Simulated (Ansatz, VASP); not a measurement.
**Two plane-wave programs on WC**

The input INCAR:

```
  PREC = Accurate
  ENCUT = 600
  EDIFF = 1E-7
  ISMEAR = 0
  SIGMA = 0.1
  LREAL = False
  LASPH = True
  NELM = 120
  ALGO = Normal
  ISIF = 3
  LWAVE = False
  LCHARG = False
  GGA = PS
  IBRION = 2
  NSW = 80
  EDIFFG = -0.01
  GGA_COMPAT = False
  NELMIN = 4
```

KPOINTS

```
regular mesh
0
Gamma
  16 16 16
```

File POSCAR:

```
WC
1.0
    0.0000000000      2.1697819421      2.1697819421
    2.1697819421      0.0000000000      2.1697819421
    2.1697819421      2.1697819421      0.0000000000
W C
1 1
Direct
    0.5000000000      0.5000000000      0.5000000000
    0.0000000000      0.0000000000      0.0000000000
```

Input for Ansatz:

```yaml
crystal:
  lattice:
    - [0.0, 2.1697819421, 2.1697819421]
    - [2.1697819421, 0.0, 2.1697819421]
    - [2.1697819421, 2.1697819421, 0.0]
  atoms:
    - { symbol: W, position: [0.5, 0.5, 0.5] }
    - { symbol: C, position: [0.0, 0.0, 0.0] }
basis:
  ecutwfc: 420
kpoints:
  mp_grid: { grid: [16, 16, 16] }
hamiltonian:
  xc: pbesol
scf:
  occupations: { method: gaussian, width: 0.1 }
output:
  forces: true
  stress: true
  eigenvalues: true
relax:
  adjacent_minimum: "off"
  f_tol: 0.01
  max_steps: 60
  cell: { stress_tol: 0.1 }
```

Alike in both runs: task relaxation of cell and atoms; functional PBEsol; k mesh 16 × 16 × 16; occupations gaussian, width 0.1 eV; no spin polarisation.

```csv
,VASP,Ansatz
version,VASP 6.6.1,Ansatz 0.2.0
potentials or method,"VASP PAW PBE potentials, release 64 (W_sv, C), cutoff 600 eV","scalar-relativistic, plane waves, PAW"
valence electrons in the cell,18,18
```

```tsv
	VASP	Ansatz	Ansatz less VASP
gap on the k mesh at the Fermi level, each at its own relaxed structure (eV)	none	none	-
relaxed volume (Å³/atom)	10.28	10.26	-0.028
relaxed cell length with the largest relative difference (Å)	3.075	3.073	-0.0028
```

VASP's potentials were made for PBE, not for PBEsol. A gap of «none» marks a metal or a gap that the smearing closes.

Spin-orbit coupling is off throughout. Noted on VASP's run: too few bands were computed for a metal, which touches its energy and stress.
